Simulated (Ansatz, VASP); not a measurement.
**One calculation of CaCu4Bi, two programs**

```
Ca Cu Bi
1.0
     0.00000    3.72228    3.72228
     3.72228    0.00000    3.72228
     3.72228    3.72228    0.00000
Ca Cu Bi
1 4 1
Direct
  0.00000 0.00000 0.00000
  0.62541 0.62541 0.12376
  0.62541 0.12376 0.62541
  0.62541 0.62541 0.62541
  0.12376 0.62541 0.62541
  0.25000 0.25000 0.25000
```

Change from the starting cell: species swapped into the MgInCu4 type (F-43m, No. 216).

Alike in both runs: functional PBE; k mesh 4 × 4 × 4; occupations gaussian, width 0.1 eV; no spin polarisation.

Ansatz relaxed the structure, and its values are those at the end. VASP's run is a single point on that final structure, the one shown.

|  | VASP | Ansatz |
| --- | --- | --- |
| version | VASP 6.6.1 | Ansatz 0.2.0 |
| potentials or method | VASP PAW PBE potentials, release 64 (Ca_sv, Cu, Bi_d), cutoff 520 eV | scalar-relativistic, plane waves, PAW |
| valence electrons in the cell | 69 | 101 |

```csv
,VASP,Ansatz,Ansatz less VASP
gap on the k mesh at the Fermi level (eV),none,none,-
pressure (GPa),0.5,0.2,-0.31
rms of the force components (eV/Å),0.020,0.019,-0.0008
```

A gap of «none» marks a metal or a gap that the smearing closes. VASP's potentials hold 69 valence electrons a cell and Ansatz's 101, so a difference there can come from the potentials and not from the codes.

The k mesh is coarse, so the values compare programs but aren't converged. Neither program's run includes spin-orbit coupling.
